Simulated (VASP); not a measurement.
# GaSb3 (I4mm) in VASP: a series of runs, part 2 of 2

VASP 6.6.1.

**5. Single point, PBEsol+D3(BJ) (atom 1 (Ga) moved +0.083 Å along Cartesian [1 0 0])**

Input file INCAR:

```
SYSTEM = GaSb3
ALGO = Normal ; EDIFF = 1E-6
ENCUT = 520 ; GGA = PS
ISIF = 2 ; ISMEAR = 0
IVDW = 12 ; LASPH = .True.
LCHARG = .False. ; LREAL = .False.
LWAVE = .False. ; NBANDS = 22
NELM = 80 ; PREC = Accurate
SIGMA = 0.15
```

Input file KPOINTS:

```
k-points
0
Gamma
  12 12 12
  0 0 0
```

Input file POSCAR:

```
GaSb3
1.0
    0.0000000000      3.5855047185      3.5855047185
    3.5855047185      0.0000000000      3.5855047185
    3.5855047185      3.5855047185      0.0000000000
Ga Sb
1 3
Direct
   -0.0116162168      0.0116162168      0.0116162168
    0.2500000000      0.2500000000      0.2500000000
    0.7500000000      0.7500000000      0.7500000000
    0.5000000000      0.5000000000      0.5000000000
```

Potentials or basis: VASP PAW PBE potentials, release 64 (Ga_d, Sb).

Started as:

```
cat potpaw_PBE.64/Ga_d/POTCAR potpaw_PBE.64/Sb/POTCAR > POTCAR
mpirun -np 1 vasp_std > vasp.out
```

OUTCAR:

```text
SYSTEM = GaSb3
   EDIFF = 1E-6
   ENCUT = 520
   GGA = PS
   ISIF = 2
   ISMEAR = 0
   IVDW = 12
   LASPH = .True.
   LREAL = .False.
   NELM = 80
   PREC = Accurate
 IVDW          = 12

 ion  position               nearest neighbor table
   1  0.988  0.012  0.012-   3 3.06   3 3.06   2 3.06   2 3.06   2 3.15   2 3.15   3 3.15   3 3.15

   2  0.250  0.250  0.250-   1 3.06   1 3.06   4 3.11   4 3.11   4 3.11   4 3.11   1 3.15   1 3.15
                             3 3.59   3 3.59   3 3.59   3 3.59   3 3.59   3 3.59
   3  0.750  0.750  0.750-   1 3.06   1 3.06   4 3.11   4 3.11   4 3.11   4 3.11   1 3.15   1 3.15
                             2 3.59   2 3.59   2 3.59   2 3.59   2 3.59   2 3.59
   4  0.500  0.500  0.500-   2 3.11   2 3.11   2 3.11   3 3.11   3 3.11   3 3.11   3 3.11   2 3.11

  LATTYP: Found a face centered cubic cell.
 ALAT       =     7.1710094370

  Lattice vectors:

 A1 = (   0.0000000000,   3.5855047185,   3.5855047185)
 A2 = (   3.5855047185,   0.0000000000,   3.5855047185)
 A3 = (   3.5855047185,   3.5855047185,   0.0000000000)

Analysis of symmetry for initial positions (statically):
=====================================================================
 Subroutine PRICEL returns:
 Original cell was already a primitive cell.

 Routine SETGRP: Setting up the symmetry group for a
 face centered cubic supercell.

 Subroutine GETGRP returns: Found  8 space group operations
 (whereof  8 operations were pure point group operations)
 out of a pool of 48 trial point group operations.

The static configuration has the point symmetry C_4v.

Analysis of symmetry for dynamics (positions and initial velocities):
=====================================================================
 Subroutine PRICEL returns:
 Original cell was already a primitive cell.

 Routine SETGRP: Setting up the symmetry group for a
 face centered cubic supercell.

 Subroutine GETGRP returns: Found  8 space group operations
 (whereof  8 operations were pure point group operations)
 out of a pool of 48 trial point group operations.

The dynamic configuration has the point symmetry C_4v.

 Subroutine INISYM returns: Found  8 space group operations
 (whereof  8 operations are pure point group operations),
 and found     1 'primitive' translations

----------------------------------------------------------------------------------------

                                     Primitive cell

  volume of cell :      92.1894

  direct lattice vectors                    reciprocal lattice vectors
     0.000000000  3.585504719  3.585504719    -0.139450381  0.139450381  0.139450381
     3.585504719  0.000000000  3.585504719     0.139450381 -0.139450381  0.139450381
     3.585504719  3.585504719  0.000000000     0.139450381  0.139450381 -0.139450381

  length of vectors
     5.070669401  5.070669401  5.070669401     0.241535145  0.241535145  0.241535145

  position of ions in fractional coordinates (direct lattice)
     0.988383783  0.011616217  0.011616217
     0.250000000  0.250000000  0.250000000
     0.750000000  0.750000000  0.750000000
     0.500000000  0.500000000  0.500000000

[... 28 lines left out ...]
 Subroutine IBZKPT returns following result:
 ===========================================

 Found    163 irreducible k-points:

 Following reciprocal coordinates:
            Coordinates               Weight
  0.000000  0.000000  0.000000      1.000000
  0.083333  0.000000  0.000000      8.000000
  0.166667  0.000000  0.000000      8.000000
  0.250000  0.000000  0.000000      8.000000
  0.333333  0.000000  0.000000      8.000000
  0.416667  0.000000  0.000000      8.000000
[... 16 lines left out ...]
  0.000000 -0.333333  0.083333      8.000000
 -0.250000  0.083333  0.000000     16.000000
 [... further k-points ...]
   k-points           NKPTS =    163   k-points in BZ     NKDIM =    163   number of bands    NBANDS=     22
   number of dos      NEDOS =    301   number of ions     NIONS =      4
   total plane-waves  NPLWV =  64000
   dimension x,y,z NGX =    40 NGY =   40 NGZ =   40
   dimension x,y,z NGXF=    80 NGYF=   80 NGZF=   80
   ions per type =               1   3
   NGX,Y,Z   is equivalent  to a cutoff of  13.11, 13.11, 13.11 a.u.
   NGXF,Y,Z  is equivalent  to a cutoff of  26.23, 26.23, 26.23 a.u.
 SYSTEM =  GaSb3
   PREC   = accura    normal or accurate (medium, high low for compatibility)
   ISTART =      0    job   : 0-new  1-cont  2-samecut
   ICHARG =      2    charge: 1-file 2-atom 10-const
   ISPIN  =      1    spin polarized calculation?
   LNONCOLLINEAR =      F non collinear calculations
   LSORBIT =      F    spin-orbit coupling
   LASPH  =      T    aspherical Exc in radial PAW
   ENCUT  =  520.0 eV  38.22 Ry    6.18 a.u.   9.43  9.43  9.43*2*pi/ulx,y,z
   NELM   =     80;   NELMIN=  2; NELMDL= -5     # of ELM steps
   EDIFF  = 0.1E-05   stopping-criterion for ELM
   LREAL  =      F    real-space projection
   EDIFFG = 0.1E-04   stopping-criterion for IOM
   NSW    =      0    number of steps for IOM
   IBRION =     -1    ionic relax: 0-MD 1-quasi-New 2-CG
   NFREE  =      0    steps in history (QN), initial steepest desc. (CG)
   ISIF   =      2    stress and relaxation
   ISYM   =      2    0-nonsym 1-usesym 2-fastsym
   POTIM  = 0.5000    time-step for ionic-motion
   TEBEG  =    0.0;   TEEND  =   0.0 temperature during run
   PSTRESS=    0.0 pullay stress
   NELECT =      28.0000    total number of electrons
   NUPDOWN=      -1.0000    fix difference up-down
   EMIN   =  10.00;   EMAX   =-10.00  energy-range for DOS
   EFERMI =   0.00;   METHOD = LEGACY
   ISMEAR =     0;   SIGMA  =   0.15  broadening in eV -4-tet -1-fermi 0-gaus
   EFERMI_NEDOS =   21; number of points for ismear=-14 and -15
   IALGO  =     38    algorithm
   IMIX   =      4    mixing-type and parameters
     AMIX     =   0.40;   BMIX     =  1.00
     AMIX_MAG =   1.60;   BMIX_MAG =  1.00
  volume/ion in A,a.u.               =      23.05       155.53
  Fermi-wavevector in a.u.,A,eV,Ry     =   1.100442  2.079534 16.476286  1.210973
  Thomas-Fermi vector in A             =   2.236853
   LORBIT       =      0    0 simple, 1 ext, 2 COOP (PROOUT), +10 PAW based schemes
   GGA     = PS    functional components
   LHFCALC =     F    Hartree Fock is set to
   AEXX    =    0.0000 exact exchange contribution
   IVDW    =    12    specifies the selected vdW correction
   LEPSILON=     F    determine dielectric tensor
   LRPA    =     F    only Hartree local field effects (RPA)
 non-spin polarized calculation
 Gauss-broadening in eV      SIGMA  =   0.15
  energy-cutoff  :      520.00
  volume of cell :       92.19
 maximum number of plane-waves:      2510
 NGX is ok and might be reduce to    40
   NGX = 19   NGY = 19   NGZ = 19

 number of electron      27.9999998 magnetization

 Free energy of the ion-electron system (eV)
  ---------------------------------------------------
  ext. energy  EPLUGINS =         0.00000000
  ---------------------------------------------------
  free energy    TOTEN  =       -16.31307810 eV

  energy without entropy =      -16.28641495  energy(sigma->0) =      -16.29974653

 E-fermi :   8.7587     XC(G=0): -10.8306

 val. band max:        8.7559301956   @ k =   0.0000   0.4167   0.2500
 cond. band min:       8.7667043727   @ k =  -0.4167   0.4167   0.0000
 fundamental gap:      0.0107741771
 Fermi energy:         8.7586851193

 k-point     1 :       0.0000    0.0000    0.0000
  band No.  band energies     occupation
      1      -6.0075      2.00000
      2      -6.0074      2.00000
      3      -6.0074      2.00000
      4      -5.9880      2.00000
      5      -5.9871      2.00000
      6      -4.5873      2.00000
[... 589 lines left out ...]
     21      14.3228      0.00000
     22      14.8936      0.00000

 [... further k-points ...]

------------------------ aborting loop because EDIFF is reached ----------------------------------------

 Edisp (eV)   -1.97339

 E8    (eV) :    -1.3575

  FORCE on cell =-STRESS in cart. coord.  units (eV):
  Direction    XX          YY          ZZ          XY          YZ          ZX
  --------------------------------------------------------------------------------------
  -------------------------------------------------------------------------------------
  Total       0.32676     0.35611     0.35611    -0.00000     0.00000     0.00000
  in kB       5.67879     6.18893     6.18893    -0.00000     0.00000     0.00000
  external pressure =        6.02 kB  Pullay stress =        0.00 kB

 VOLUME and BASIS-vectors are now :
 -----------------------------------------------------------------------------
  energy-cutoff  :      520.00
  volume of cell :       92.19
      direct lattice vectors                 reciprocal lattice vectors
     0.000000000  3.585504719  3.585504719    -0.139450381  0.139450381  0.139450381
     3.585504719  0.000000000  3.585504719     0.139450381 -0.139450381  0.139450381
     3.585504719  3.585504719  0.000000000     0.139450381  0.139450381 -0.139450381

 POSITION                                       TOTAL-FORCE (eV/Angst)
 -----------------------------------------------------------------------------------
      0.08330      3.58550      3.58550        -0.176376      0.000000      0.000000
      1.79275      1.79275      1.79275         0.038514      0.000000      0.000000
      5.37826      5.37826      5.37826         0.038514      0.000000      0.000000
      3.58550      3.58550      3.58550         0.099348      0.000000      0.000000
 -----------------------------------------------------------------------------------
    total drift:                               -0.000110      0.000001      0.000001

  FREE ENERGIE OF THE ION-ELECTRON SYSTEM (eV)
  ---------------------------------------------------
  free  energy   TOTEN  =       -18.2864685055 eV

  energy  without entropy=      -18.2598053625  energy(sigma->0) =      -18.27313693
```

Run time: 3.8 min. Hardware: 1 thread of Intel Xeon 6975P-C, shared host; peak memory 0.48 GiB.

Results:

```yaml
Free_energy: -18.2865 eV
Pressure: 0.6 GPa
Largest_force: 0.176 eV/Å
Band_gap_on_the_k_mesh: zero (band 14 reaches 10.45 eV, above the bottom of band 15 at 6.19 eV)
Dispersion_energy_per_atom: -0.493 eV
```

Forces in eV/Å, atoms in the order of the input:
```
Ga  -0.176  0.000  0.000
Sb   0.039  0.000  0.000
Sb   0.039  0.000  0.000
Sb   0.099  0.000  0.000
```

Caveat: the cell differs from its parent crystal (atom 1 (Ga) moved +0.083 Å along Cartesian [1 0 0]); the PAW data sets were made with another functional, which shifts forces and pressure a little; spin-orbit coupling is left out, which moves the levels of the heavy elements; pairwise dispersion overbinds metals, which lowers pressure and volume.
